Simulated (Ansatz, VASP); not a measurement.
**Si4W2F in VASP and in Ansatz**

The input INCAR:

```
SYSTEM = Si4W2F
ALGO = Normal ; DIPOL = 0.5 0.5 0.331
EDIFF = 1E-7 ; ENCUT = 520
GGA = PE ; IDIPOL = 3
ISIF = 2 ; ISMEAR = 0
ISPIN = 2 ; LASPH = .True.
LCHARG = .False. ; LDIPOL = .True.
LMAXMIX = 4 ; LORBIT = 11
LREAL = .False. ; LWAVE = .False.
MAGMOM = 0 0 0 0 0 0 1 ; NBANDS = 38
NELM = 150 ; PREC = Accurate
SIGMA = 0.1
```

File KPOINTS:

```
k-points
0
Gamma
  8 8 1
  0 0 0
```

POSCAR

```
Si4W2F
1.0
    3.2292919633      0.0000000000      0.0000000000
    0.0000000000      3.2292919633      0.0000000000
    0.0000000000      0.0000000000     23.4372962574
Si W F
4 2 1
Direct
    0.0000000000      0.0000000000      0.1706681503
    0.0000000000      0.0000000000      0.2817265674
    0.5000000000      0.5000000000      0.3360338627
    0.5000000000      0.5000000000      0.4453285116
    0.5000000000      0.5000000000      0.2261973588
    0.0000000000      0.0000000000      0.3910963498
    0.8750000000      0.8750000000      0.4628219970
```

Input for Ansatz:

```yaml
crystal:
  lattice:
    - [3.2292919633, 0.0, 0.0]
    - [0.0, 3.2292919633, 0.0]
    - [0.0, 0.0, 23.4372962574]
  atoms:
    - { symbol: Si, position: [0.0, 0.0, 0.1706681503] }
    - { symbol: W, position: [0.5, 0.5, 0.2261973588] }
    - { symbol: Si, position: [0.0, 0.0, 0.2817265674] }
    - { symbol: Si, position: [0.5, 0.5, 0.3360338627] }
    - { symbol: W, position: [0.0, 0.0, 0.3910963498] }
    - { symbol: Si, position: [0.5, 0.5, 0.4453285116] }
    - { symbol: F, position: [0.875, 0.875, 0.462821997], spin: 1.0 }
basis:
  ecutwfc: 420
kpoints:
  mp_grid: { grid: [8, 8, 1] }
hamiltonian:
  xc: pbe
  pseudopotentials: { kind: paw, azcp: { folder: soft_1 } }
scf:
  occupations: { method: gaussian, width: 0.1 }
output:
  forces: true
  eigenvalues: true
  populations: true
magnetization:
  spin_polarized: true
efield:
  axis: 3
  dipole_correction: true
  ramp_width: 0.04
```

Alike in both runs: task single point; functional PBE; k mesh 8 × 8 × 1; occupations gaussian, width 0.1 eV; collinear spin.

```csv
,VASP,Ansatz
version,VASP 6.6.1,Ansatz 0.2.0
potentials or method,"VASP PAW PBE potentials, release 64 (Si, W_sv, F), cutoff 520 eV","scalar-relativistic, plane waves, PAW"
valence electrons in the cell,51,51
```

```csv
,VASP,Ansatz,Ansatz less VASP
gap on the k mesh at the Fermi level (eV),none,none,-
rms of the force components (eV/Å),3.669,3.468,-0.2010
net moment per atom (μB),0.08,0.08,-0.003
size of the moment on the site where the two differ most (μB),0.15,0.06,-0.095
```

Site moments also hang on the region over which each program counts them. A gap of «none» marks a metal or a gap that the smearing closes.

Neither program's run includes spin-orbit coupling.
